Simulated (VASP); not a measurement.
A run of VASP 6.6.1 is set up as follows.

POSCAR

```
TaN
1.0
    0.0000000000      2.1790000000      2.1790000000
    2.1790000000      0.0000000000      2.1790000000
    2.1790000000      2.1790000000      0.0000000000
Ta N
1 1
Direct
    0.5000000000      0.5000000000      0.5000000000
    0.0000000000      0.0000000000      0.0000000000
```

File INCAR.step1:

```
SYSTEM = TaN
ALGO = Normal ; EDIFF = 1E-5
EDIFFG = -0.005 ; ENCUT = 660
GGA = PE ; GGA_COMPAT = .FALSE.
IBRION = 2 ; ISIF = 3
ISMEAR = 0 ; LASPH = .TRUE.
LCHARG = .FALSE. ; LREAL = .FALSE.
LWAVE = .TRUE. ; NELM = 120
NELMIN = 4 ; NSW = 100
PREC = Accurate ; SIGMA = 0.1
```

The input INCAR.step2:

```
SYSTEM = TaN
ALGO = Normal ; EDIFF = 1E-7
EDIFFG = -0.04 ; ENCUT = 660
GGA_COMPAT = .FALSE. ; IBRION = 2
ISIF = 3 ; ISMEAR = 0
ISTART = 1 ; LASPH = .TRUE.
LCHARG = .FALSE. ; LMIXTAU = .TRUE.
LREAL = .FALSE. ; LWAVE = .FALSE.
METAGGA = R2SCAN ; NELM = 120
NELMIN = 4 ; NSW = 90
PREC = Accurate ; SIGMA = 0.1
```

The input KPOINTS:

```
k-points
0
G
  6 6 6
  0 0 0
```

Potentials or basis: VASP PAW PBE potentials, release 64 (Ta_sv_GW, N).

The run is started by

```console
$ cat potpaw_PBE.64/Ta_sv_GW/POTCAR potpaw_PBE.64/N/POTCAR > POTCAR
$ cp INCAR.step1 INCAR
$ mpirun -np 1 vasp_std > vasp.out
$ cp INCAR.step2 INCAR
$ mpirun -np 1 vasp_std > vasp.out
```

(1) What does it give for the space group after relaxing (to 0.05 Å)?

(2) What does it give for the relaxed volume?

Answers

(1) Fm-3m (No. 225).

(2) 10.64 Å³/atom.

Caveat: the k points lie up to 0.41 Å⁻¹ apart in the final cell; the PAW data sets were made with another functional, which shifts forces and pressure a little.
